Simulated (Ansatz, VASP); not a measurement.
## Two plane-wave programs on CuO

The input INCAR:

```
SYSTEM = CuO
PREC = Accurate
ENCUT = 600
EDIFF = 1E-6
ISMEAR = -1
SIGMA = 0.08
LREAL = .False.
LASPH = .True.
NELM = 60
ALGO = Normal
ISIF = 3
LWAVE = .False.
LCHARG = .False.
GGA = PE
IBRION = 2
NSW = 100
EDIFFG = -0.005
```

File KPOINTS:

```
regular mesh
0
Gamma
  12 12 12
  0 0 0
```

POSCAR

```
CuO
1.0
    2.8125000000      0.0000000000      0.0000000000
    0.0000000000      2.8125000000      0.0000000000
    0.0000000000      0.0000000000      2.8125000000
Cu O
1 1
Direct
    0.0000000000      0.0000000000      0.0000000000
    0.5000000000      0.5000000000      0.5000000000
```

Input for Ansatz:

```yaml
crystal:
  lattice:
    - [2.8125, 0.0, 0.0]
    - [0.0, 2.8125, 0.0]
    - [0.0, 0.0, 2.8125]
  atoms:
    - { symbol: Cu, position: [0.0, 0.0, 0.0] }
    - { symbol: O, position: [0.5, 0.5, 0.5] }
kpoints:
  mp_grid: { grid: [12, 12, 12] }
scf:
  occupations: { method: fermi_dirac, width: 0.08 }
hamiltonian:
  xc: pbe
  pseudopotentials: { kind: paw }
output:
  forces: true
  stress: true
relax:
  f_tol: 0.005
  max_steps: 80
  cell: {}
```

Alike in both runs: task relaxation of cell and atoms; functional PBE; k mesh 12 × 12 × 12; occupations fermi-dirac, width 0.08 eV; no spin polarisation.

|  | VASP | Ansatz |
| --- | --- | --- |
| version | VASP 6.6.1 | Ansatz 0.2.0 |
| potentials or method | VASP PAW PBE potentials, release 64 (Cu, O) | PAW with Ansatz's default frozen-core files, scalar-relativistic |
| plane-wave cutoff (eV) | 600 | 420 |
| valence electrons in the cell | 17 | 25 |

```tsv
	VASP	Ansatz	Ansatz less VASP
relaxed volume (Å³/atom)	9.19	9.17	-0.019
relaxed cell length with the largest relative difference (Å)	2.639	2.637	-0.0018
```

VASP's potentials hold 17 valence electrons a cell and Ansatz's 25, so a difference there can come from the potentials and not from the codes.

Noted on VASP's run: the volume moved by over 15 % at a fixed basis, so the end points are rough.
